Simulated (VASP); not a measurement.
# BaTiO3 (Pm-3m) in VASP: a series of runs

Runs on BaTiO3. Level: PBE. Tasks: single point.

All numbers are computed with VASP 6.6.1; they aren't measurements. Logs are shortened: lines on timing, memory, paths and dates and some standing lists are left out, and cuts for length are marked.

### 1 The cell of the first run

It takes space group Pm-3m (No. 221, cubic). The conventional cell has a = 4.072 Å, b = 4.072 Å, c = 4.072 Å, α = 90.00°, β = 90.00°, γ = 90.00°. Ba (site symmetry m-3m) has 12 O at 2.88 Å and 8 Ti at 3.53 Å within 3.8 Å. Ti (site symmetry m-3m) has 6 O at 2.04 Å within 2.7 Å. O (site symmetry 4/mmm) has 2 Ti at 2.04 Å within 2.7 Å.

### 2 Single point, PBE (13.51 Å³/atom)

INCAR

```
SYSTEM = BaTiO3
  PREC = Accurate
  ENCUT = 1340
  EDIFF = 1E-6
  ISMEAR = 0
  SIGMA = 0.05
  LREAL = .FALSE.
  LASPH = .TRUE.
  NELM = 120
  ALGO = Normal
  ISIF = 2
  LWAVE = .FALSE.
  LCHARG = .FALSE.
  GGA = PE
  NBANDS = 28
  GGA_COMPAT = .FALSE.
```

KPOINTS

```
Automatic mesh
0
G
  6 6 6
  0 0 0
```

POSCAR

```
BaTiO3
1.0
    4.0721544661      0.0000000000      0.0000000000
    0.0000000000      4.0721544661      0.0000000000
    0.0000000000      0.0000000000      4.0721544661
Ba Ti O
1 1 3
Direct
    0.5000000000      0.5000000000      0.5000000000
    0.0000000000      0.0000000000      0.0000000000
    0.5000000000      0.0000000000      0.0000000000
    0.0000000000      0.5000000000      0.0000000000
    0.0000000000      0.0000000000      0.5000000000
```

Potentials or basis: VASP PAW PBE potentials, release 64 (Ba_sv, Ti_sv, O_h).

The run is started by

```sh
> cat potpaw_PBE.64/Ba_sv/POTCAR potpaw_PBE.64/Ti_sv/POTCAR potpaw_PBE.64/O_h/POTCAR > POTCAR
> mpirun -np 1 vasp_std > vasp.out
```

OUTCAR:

```text
SYSTEM = BaTiO3
   PREC = Accurate
   ENCUT = 1340
   EDIFF = 1E-6
   ISMEAR = 0
   LREAL = .FALSE.
   LASPH = .TRUE.
   NELM = 120
   ISIF = 2
   GGA = PE

 ion  position               nearest neighbor table
   1  0.500  0.500  0.500-   3 2.88   4 2.88   5 2.88   3 2.88   4 2.88   3 2.88   5 2.88   3 2.88
                             4 2.88   5 2.88   4 2.88   5 2.88   2 3.53   2 3.53   2 3.53   2 3.53
   2  0.000  0.000  0.000-   3 2.04   4 2.04   5 2.04   5 2.04   4 2.04   3 2.04   1 3.53   1 3.53
                             1 3.53   1 3.53   1 3.53   1 3.53   1 3.53   1 3.53
   3  0.500  0.000  0.000-   2 2.04   2 2.04   1 2.88   1 2.88   1 2.88   1 2.88
   4  0.000  0.500  0.000-   2 2.04   2 2.04   1 2.88   1 2.88   1 2.88   1 2.88
   5  0.000  0.000  0.500-   2 2.04   2 2.04   1 2.88   1 2.88   1 2.88   1 2.88

  LATTYP: Found a simple cubic cell.
 ALAT       =     4.0721544661

  Lattice vectors:

 A1 = (   4.0721544661,   0.0000000000,   0.0000000000)
 A2 = (   0.0000000000,   4.0721544661,   0.0000000000)
 A3 = (   0.0000000000,   0.0000000000,   4.0721544661)

Analysis of symmetry for initial positions (statically):
=====================================================================
 Subroutine PRICEL returns:
 Original cell was already a primitive cell.

 Routine SETGRP: Setting up the symmetry group for a
 simple cubic supercell.

 Subroutine GETGRP returns: Found 48 space group operations
 (whereof 48 operations were pure point group operations)
 out of a pool of 48 trial point group operations.

The static configuration has the point symmetry O_h .

Analysis of symmetry for dynamics (positions and initial velocities):
=====================================================================
 Subroutine PRICEL returns:
 Original cell was already a primitive cell.

 Routine SETGRP: Setting up the symmetry group for a
 simple cubic supercell.

 Subroutine GETGRP returns: Found 48 space group operations
 (whereof 48 operations were pure point group operations)
 out of a pool of 48 trial point group operations.

The dynamic configuration has the point symmetry O_h .

 Subroutine INISYM returns: Found 48 space group operations
 (whereof 48 operations are pure point group operations),
 and found     1 'primitive' translations

----------------------------------------------------------------------------------------

                                     Primitive cell

  volume of cell :      67.5263
[... 91 lines left out ...]
   LREAL  =      F    real-space projection
   EDIFFG = 0.1E-04   stopping-criterion for IOM
   NSW    =      0    number of steps for IOM
   IBRION =     -1    ionic relax: 0-MD 1-quasi-New 2-CG
   NFREE  =      0    steps in history (QN), initial steepest desc. (CG)
   ISIF   =      2    stress and relaxation
   ISYM   =      2    0-nonsym 1-usesym 2-fastsym
   POTIM  = 0.5000    time-step for ionic-motion
   TEBEG  =    0.0;   TEEND  =   0.0 temperature during run
   PSTRESS=    0.0 pullay stress
   NELECT =      40.0000    total number of electrons
   NUPDOWN=      -1.0000    fix difference up-down
   EMIN   =  10.00;   EMAX   =-10.00  energy-range for DOS
   EFERMI =   0.00;   METHOD = LEGACY
   ISMEAR =     0;   SIGMA  =   0.05  broadening in eV -4-tet -1-fermi 0-gaus
   EFERMI_NEDOS =   21; number of points for ismear=-14 and -15
   IALGO  =     38    algorithm
   IMIX   =      4    mixing-type and parameters
     AMIX     =   0.40;   BMIX     =  1.00
     AMIX_MAG =   1.60;   BMIX_MAG =  1.00
  volume/ion in A,a.u.               =      13.51        91.14
  Fermi-wavevector in a.u.,A,eV,Ry     =   1.374898  2.598181 25.719711  1.890345
  Thomas-Fermi vector in A             =   2.500283
   LORBIT       =      0    0 simple, 1 ext, 2 COOP (PROOUT), +10 PAW based schemes
   GGA     = PE    functional components
   LHFCALC =     F    Hartree Fock is set to
   AEXX    =    0.0000 exact exchange contribution
   IVDW    =     0    specifies the selected vdW correction
   LEPSILON=     F    determine dielectric tensor
   LRPA    =     F    only Hartree local field effects (RPA)
 non-spin polarized calculation
 Gauss-broadening in eV      SIGMA  =   0.05
  energy-cutoff  :     1340.00
  volume of cell :       67.53
 maximum number of plane-waves:      7571
 NGX is ok and might be reduce to    50
   NGX = 25   NGY = 25   NGZ = 25

 number of electron      40.0000003 magnetization

 Free energy of the ion-electron system (eV)
  ---------------------------------------------------
  ext. energy  EPLUGINS =         0.00000000
  ---------------------------------------------------
  free energy    TOTEN  =       -39.98601394 eV

  energy without entropy =      -39.98601394  energy(sigma->0) =      -39.98601394

 E-fermi :   3.9962     XC(G=0): -10.9928

 val. band max:        3.7807703092   @ k =   0.5000   0.5000   0.5000
 cond. band min:       5.4254511343   @ k =   0.0000   0.0000   0.0000
 fundamental gap:      1.6446808250
 Fermi energy:         3.9961666365

 k-point     1 :       0.0000    0.0000    0.0000
  band No.  band energies     occupation
      1     -53.0680      2.00000
      2     -29.2528      2.00000
      3     -29.2528      2.00000
      4     -29.2528      2.00000
      5     -21.1573      2.00000
      6     -12.9845      2.00000
[... 609 lines left out ...]
     27      10.9096      0.00000
     28      10.9096      0.00000

------------------------ aborting loop because EDIFF is reached ----------------------------------------

  FORCE on cell =-STRESS in cart. coord.  units (eV):
  Direction    XX          YY          ZZ          XY          YZ          ZX
  --------------------------------------------------------------------------------------
  -------------------------------------------------------------------------------------
  Total       -1.9144248     -1.9144248     -1.9144248     -0.0000000      0.0000000     -0.0000000
  in kB      -45.4230370    -45.4230370    -45.4230370     -0.0000000      0.0000000     -0.0000000
  external PRESSURE =     -45.4230370 kB  Pullay stress =       0.0000000 kB

 VOLUME and BASIS-vectors are now :
 -----------------------------------------------------------------------------
  energy-cutoff  :     1340.00
  volume of cell :       67.53
      direct lattice vectors                 reciprocal lattice vectors
     4.072154466  0.000000000  0.000000000     0.245570252  0.000000000  0.000000000
     0.000000000  4.072154466  0.000000000     0.000000000  0.245570252  0.000000000
     0.000000000  0.000000000  4.072154466     0.000000000  0.000000000  0.245570252

 POSITION                                       TOTAL-FORCE (eV/Angst)
 -----------------------------------------------------------------------------------
      2.03608      2.03608      2.03608         0.000000      0.000000      0.000000
      0.00000      0.00000      0.00000         0.000000      0.000000      0.000000
      2.03608      0.00000      0.00000         0.000000      0.000000      0.000000
      0.00000      2.03608      0.00000         0.000000      0.000000      0.000000
      0.00000      0.00000      2.03608         0.000000      0.000000      0.000000
 -----------------------------------------------------------------------------------
    total drift:                                0.000000      0.000000     -0.000000

  FREE ENERGIE OF THE ION-ELECTRON SYSTEM (eV)
  ---------------------------------------------------
  free  energy   TOTEN  =       -39.9860139366 eV

  energy  without entropy=      -39.9860139366  energy(sigma->0) =      -39.98601394
```

stdout:

```text
POSCAR found type information on POSCAR BaTiO
 POSCAR found :  3 types and       5 ions
 scaLAPACK will be used
 LDA part: xc-table for (Slater+PW92), standard interpolation
 POSCAR, INCAR and KPOINTS ok, starting setup
 FFT: planning ... GRIDC
 FFT: planning ... GRID_SOFT
 FFT: planning ... GRID
 WAVECAR not read
 entering main loop
```

It took 2.7 min on 1 thread of Intel Xeon Platinum 8259CL at 2.50GHz (Skylake/Cascade Lake), shared host; peak memory 0.44 GiB.

Results:

| Quantity | Value |
| --- | --- |
| Free energy | -39.9860 eV |
| Pressure | -4.5 GPa |
| Band gap on the k mesh | 1.64 eV (least direct gap 1.83 eV) |

Caveat: the cell stands under tension; spin-orbit coupling is left out, which moves the levels of the heavy elements.

### 3 Single point, PBE (12.73 Å³/atom)

This run uses another cell than the first one, of 12.73 Å³/atom.

INCAR

```
  ALGO = Normal
  EDIFF = 1E-6
  ENCUT = 1340
  GGA = PE
  GGA_COMPAT = F
  ISIF = 2
  ISMEAR = 0
  LASPH = T
  LCHARG = F
  LREAL = F
  LWAVE = F
  NBANDS = 28
  NELM = 120
  PREC = Accurate
  SIGMA = 0.05
```

KPOINTS

```
k-points
0
Gamma
  6 6 6
```

Changes to POSCAR since step 2:

```diff
@@ -2,5 +2,5 @@
 1.0
-    4.0721544661      0.0000000000      0.0000000000
-    0.0000000000      4.0721544661      0.0000000000
-    0.0000000000      0.0000000000      4.0721544661
+    3.9922876218      0.0000000000      0.0000000000
+    0.0000000000      3.9922876218      0.0000000000
+    0.0000000000      0.0000000000      3.9922876218
 Ba Ti O
```

Potentials or basis: VASP PAW PBE potentials, release 64 (Ba_sv, Ti_sv, O_h).

The run is started by

```sh
> cat potpaw_PBE.64/Ba_sv/POTCAR potpaw_PBE.64/Ti_sv/POTCAR potpaw_PBE.64/O_h/POTCAR > POTCAR
> mpirun -np 1 vasp_std > vasp.out
```

OUTCAR:

```text
EDIFF = 1E-6
   ENCUT = 1340
   GGA = PE
   ISIF = 2
   ISMEAR = 0
   LASPH = T
   LREAL = F
   NELM = 120
   PREC = Accurate

 ion  position               nearest neighbor table
   1  0.500  0.500  0.500-   3 2.82   4 2.82   5 2.82   3 2.82   4 2.82   3 2.82   5 2.82   3 2.82
                             4 2.82   5 2.82   4 2.82   5 2.82   2 3.46   2 3.46   2 3.46   2 3.46
   2  0.000  0.000  0.000-   3 2.00   4 2.00   5 2.00   5 2.00   4 2.00   3 2.00   1 3.46   1 3.46
                             1 3.46   1 3.46   1 3.46   1 3.46   1 3.46   1 3.46
[... 821 lines left out ...]
  -------------------------------------------------------------------------------------
  Total        2.0349008      2.0349008      2.0349008     -0.0000000     -0.0000000      0.0000000
  in kB       51.2375508     51.2375508     51.2375508     -0.0000000     -0.0000000      0.0000000
  external PRESSURE =      51.2375508 kB  Pullay stress =       0.0000000 kB

 VOLUME and BASIS-vectors are now :
 -----------------------------------------------------------------------------
  energy-cutoff  :     1340.00
  volume of cell :       63.63
      direct lattice vectors                 reciprocal lattice vectors
     3.992287622  0.000000000  0.000000000     0.250482955  0.000000000  0.000000000
     0.000000000  3.992287622  0.000000000     0.000000000  0.250482955  0.000000000
     0.000000000  0.000000000  3.992287622     0.000000000  0.000000000  0.250482955

 POSITION                                       TOTAL-FORCE (eV/Angst)
 -----------------------------------------------------------------------------------
      1.99614      1.99614      1.99614         0.000000      0.000000      0.000000
      0.00000      0.00000      0.00000         0.000000      0.000000      0.000000
      1.99614      0.00000      0.00000         0.000000      0.000000      0.000000
      0.00000      1.99614      0.00000         0.000000      0.000000      0.000000
      0.00000      0.00000      1.99614         0.000000      0.000000      0.000000
 -----------------------------------------------------------------------------------
    total drift:                                0.000000      0.000000      0.000000

  FREE ENERGIE OF THE ION-ELECTRON SYSTEM (eV)
  ---------------------------------------------------
  free  energy   TOTEN  =       -39.9792479905 eV

  energy  without entropy=      -39.9792479905  energy(sigma->0) =      -39.97924799
```

OSZICAR:

```text
N       E                     dE             d eps       ncg     rms          rms(c)
DAV:   1     0.660406058534E+03    0.66041E+03   -0.35553E+04  1120   0.310E+03
DAV:   2     0.712895720612E+02   -0.58912E+03   -0.56344E+03  1188   0.620E+02
DAV:   3    -0.430079496808E+02   -0.11430E+03   -0.10809E+03  1496   0.212E+02
DAV:   4    -0.506559416162E+02   -0.76480E+01   -0.76146E+01  1480   0.535E+01
DAV:   5    -0.509050598257E+02   -0.24912E+00   -0.24879E+00  1632   0.954E+00    0.233E+01
DAV:   6    -0.400779606694E+02    0.10827E+02   -0.55747E+01  1612   0.661E+01    0.978E+00
DAV:   7    -0.401172381349E+02   -0.39277E-01   -0.99465E+00  1528   0.221E+01    0.672E+00
DAV:   8    -0.399715542298E+02    0.14568E+00   -0.71855E-01  1380   0.712E+00    0.359E+00
DAV:   9    -0.400060325046E+02   -0.34478E-01   -0.36325E-01  1612   0.540E+00    0.156E+00
DAV:  10    -0.399842631609E+02    0.21769E-01   -0.15810E-01  1352   0.415E+00    0.672E-01
DAV:  11    -0.399794163724E+02    0.48468E-02   -0.23704E-02  1552   0.965E-01    0.208E-01
DAV:  12    -0.399794994047E+02   -0.83032E-04   -0.39807E-03  1300   0.632E-01    0.141E-01
DAV:  13    -0.399792581104E+02    0.24129E-03   -0.73614E-04  1324   0.308E-01    0.412E-02
DAV:  14    -0.399792463075E+02    0.11803E-04   -0.56166E-05  1684   0.658E-02    0.987E-03
DAV:  15    -0.399792481171E+02   -0.18096E-05   -0.11996E-05  1372   0.287E-02    0.498E-03
DAV:  16    -0.399792479905E+02    0.12660E-06   -0.13445E-06   936   0.123E-02
   1 F= -.39979248E+02 E0= -.39979248E+02  d E =-.757246E-26
```

stdout:

```text
POSCAR found type information on POSCAR BaTiO
 POSCAR found :  3 types and       5 ions
 scaLAPACK will be used
 LDA part: xc-table for (Slater+PW92), standard interpolation
 POSCAR, INCAR and KPOINTS ok, starting setup
 FFT: planning ... GRIDC
 FFT: planning ... GRID_SOFT
 FFT: planning ... GRID
 WAVECAR not read
 entering main loop
```

Wall time 80 s (1 thread of Intel Xeon 6975P-C (Granite Rapids), shared host); peak memory 0.41 GiB.

What came out:

* Free energy: -39.9792 eV
* Pressure: 5.1 GPa
* Band gap on the k mesh: 1.76 eV (least direct gap 1.90 eV)

Caveat: the cell stands under pressure; spin-orbit coupling is left out, which moves the levels of the heavy elements. A k mesh can miss the band edges.
